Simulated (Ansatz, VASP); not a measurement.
CdTe in VASP and in Ansatz

```
CELL_PARAMETERS angstrom
0.00000 3.47637 3.27990
3.47637 0.00000 3.27990
3.47637 3.47637 0.00000
ATOMIC_POSITIONS crystal
Cd 0.00000 0.00000 0.00000
Te 0.25000 0.25000 0.25000
```

Change from the starting cell: biaxial_xy strain +6.0%.

Alike in both runs: task single point; functional r2SCAN; k mesh 6 × 6 × 6; no spin polarisation.

|  | VASP | Ansatz |
| --- | --- | --- |
| version | VASP 6.6.1 | Ansatz 0.2.0 |
| potentials or method | VASP PAW PBE potentials, release 64 (Cd, Te) | plane waves, PAW |
| plane-wave cutoff (eV) | 520 | 500 |
| occupations | gaussian, width 0.01 eV | fixed |
| valence electrons in the cell | 18 | 36 |

VASP gave:

* gap on the k mesh at the Fermi level (eV): 0.67
* pressure (GPa): -3.6
* traceless stress, the component that is largest in VASP (GPa): 0.68

Problem. What did Ansatz give for the same quantities?

Solution. gap on the k mesh at the Fermi level (eV): 0.69; pressure (GPa): -3.6; traceless stress, the component that is largest in VASP (GPa): 0.68.

VASP's potentials were made for PBE, not for r2SCAN. VASP's potentials hold 18 valence electrons a cell and Ansatz's 36, so a difference there can come from the potentials and not from the codes.

Neither program's run includes spin-orbit coupling.
